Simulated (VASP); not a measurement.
**TeRu: relaxation of cell and atoms with PBE**

The system is TeRu.

```xyz
2
Lattice="3.3171 0.0000 0.0000 0.0000 3.3171 0.0000 0.0000 0.0000 3.3171" Properties=species:S:1:pos:R:3 pbc="T T T"
Te    0.0000    0.0000    0.0000
Ru    1.6585    1.6585    1.6585
```

The cell was built from a structure type or drawn by symmetry, and may not be a known phase.

```json
{
 "Program": "VASP 6.6.1",
 "Task": "relaxation of cell and atoms",
 "Functional": "PBE",
 "Potentials or basis": "VASP PAW PBE potentials, release 64 (Te, Ru_pv)",
 "Cutoff": "500 eV",
 "k mesh": "16 × 16 × 16",
 "Occupations": "gaussian, width 0.1 eV",
 "Spin": "collinear spin, ferromagnetic start",
 "Starting moments": "[0.0, 0.84] μB",
 "Dipole correction": "no",
 "Further INCAR settings": "ALGO = Normal; EDIFF = 1e-07; IBRION = 2; EDIFFG = -0.01; NSW = 100; ISIF = 3"
}
```

The relaxed volume is 18.34 Å³/atom, the relaxed cell is a = 3.323 Å, b = 3.323 Å, c = 3.323 Å, α = 90.00°, β = 90.00°, γ = 90.00° and the space group after relaxing (to 0.1 Å) is Pm-3m (No. 221). The energy gained by relaxing is 0.2 meV/atom. The ionic steps are 3, the pressure after relaxing is 0.0 GPa and the net moment is 0.74 μB per cell. The site moments are Te +0.01; Ru +0.72 μB and the valence electrons inside the program's atomic spheres are Te 3.33; Ru 12.54.

The path:
```tsv
step	energy change (eV)	largest force (eV/Å)	pressure (GPa)	volume (Å³)
1	0.0000	0.0000	0.74	36.50
2	0.0004	0.0000	-0.95	36.94
3	-0.0004	0.0000	0.00	36.68
```

Final structure:
```
Te Ru
1.0
     3.32267    0.00000    0.00000
     0.00000    3.32267    0.00000
     0.00000    0.00000    3.32267
Te Ru
1 1
Direct
  0.00000 0.00000 0.00000
  0.50000 0.50000 0.50000
```

Levels at points of the mesh, in eV from the Fermi level:
Spin up:
```
           k point  band 7  band 8  band 9  band 10  band 11  band 12  band 13  band 14
(0.00, 0.00, 0.00)   -1.14   -1.14   -1.14    -0.89    -0.89    -0.89     3.70     7.41
(0.50, 0.00, 0.00)   -3.43   -3.21   -1.07    -0.28     3.73     3.73     5.32     5.93
(0.50, 0.50, 0.00)   -3.54   -2.01   -2.01    -0.44    -0.35     1.46     2.02     8.95
(0.50, 0.50, 0.50)   -6.64   -0.29   -0.29     1.73     1.73     1.73     2.57     2.57
```
Spin down:
```tsv
k point	band 7	band 8	band 9	band 10	band 11	band 12	band 13	band 14
(0.00, 0.00, 0.00)	-0.88	-0.88	-0.88	-0.77	-0.77	-0.77	3.87	7.60
(0.50, 0.00, 0.00)	-3.22	-2.63	-0.70	0.43	3.90	3.90	5.30	6.01
(0.50, 0.50, 0.00)	-3.13	-1.68	-1.68	-0.11	0.42	1.46	2.45	9.02
(0.50, 0.50, 0.50)	-6.54	0.49	0.49	1.79	1.79	1.79	2.85	2.85
```

Wall time 5.1 min on 1 thread of Intel Xeon 8259CL, with other jobs on the host, peak memory 0.26 GiB.

Caveat: spin-orbit coupling is left out, which moves the levels of the heavy elements.
